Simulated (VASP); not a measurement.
Set up this calculation in VASP 6.6.1, as the native input.

| Quantity | Value |
| --- | --- |
| Task | single point |
| Functional | PBE |
| Potentials or basis | VASP PAW PBE potentials, release 64 (Ce, Hf_pv, O) |
| Cutoff | 520 eV |
| k mesh | 6 × 6 × 2 |
| Occupations | gaussian, width 0.1 eV |
| Spin | no spin polarisation |
| Dipole correction | no |
| Further INCAR settings | ALGO = Normal; EDIFF = 1e-06; NBANDS = 44 |

The structure of CeHf2O6 lies in POSCAR:

```
CeHf2O6
1.0
    3.8840121200      0.0000000000      0.0000000000
   -1.9420060600      3.3636531600      0.0000000000
    0.0000000000      0.0000000000      9.5138478400
Ce Hf O
1 2 6
Direct
    0.0000000000      0.0000000000      0.0000000000
    0.3333333300      0.6666666700      0.6666666700
    0.6666666700      0.3333333300      0.3333333300
    0.6666666700      0.3333333300      0.5833333300
    0.0000000000      0.0000000000      0.2500000000
    0.3333333300      0.6666666700      0.9166666700
    0.3333333300      0.6666666700      0.4166666700
    0.6666666700      0.3333333300      0.0833333300
    0.0000000000      0.0000000000      0.7500000000
```

The input as run:

INCAR

```
SYSTEM = CeHf2O6
PREC = Accurate
ENCUT = 520
EDIFF = 1E-6
ISMEAR = 0
SIGMA = 0.1
LREAL = .FALSE.
LASPH = .TRUE.
NELM = 100
ALGO = Normal
ISIF = 2
LWAVE = .FALSE.
LCHARG = .FALSE.
GGA = PE
NBANDS = 44
```

KPOINTS

```
Automatic mesh
0
G
  6 6 2
  0 0 0
```

Potentials or basis: VASP PAW PBE potentials, release 64 (Ce, Hf_pv, O).

The run is started by

```bash
$ cat potpaw_PBE.64/Ce/POTCAR potpaw_PBE.64/Hf_pv/POTCAR potpaw_PBE.64/O/POTCAR > POTCAR
$ mpirun -np 1 vasp_std > vasp.out
```

Results of the run:

| Quantity | Value |
| --- | --- |
| Pressure | -24.9 GPa |
| Largest force | 1.368 eV/Å |
| Band gap on the k mesh | 1.77 eV |

Caveat: the cell stands under tension; spin-orbit coupling is left out, which moves the levels of the heavy elements; semilocal functionals describe open f shells poorly, which spoils levels, moments and volumes; forces of over 1 eV/Å act on the atoms, so gaps and moduli don't describe the material at rest.

Wall time 7.9 min on 1 thread of Intel Xeon 8259CL (shared host), peak memory 0.29 GiB.
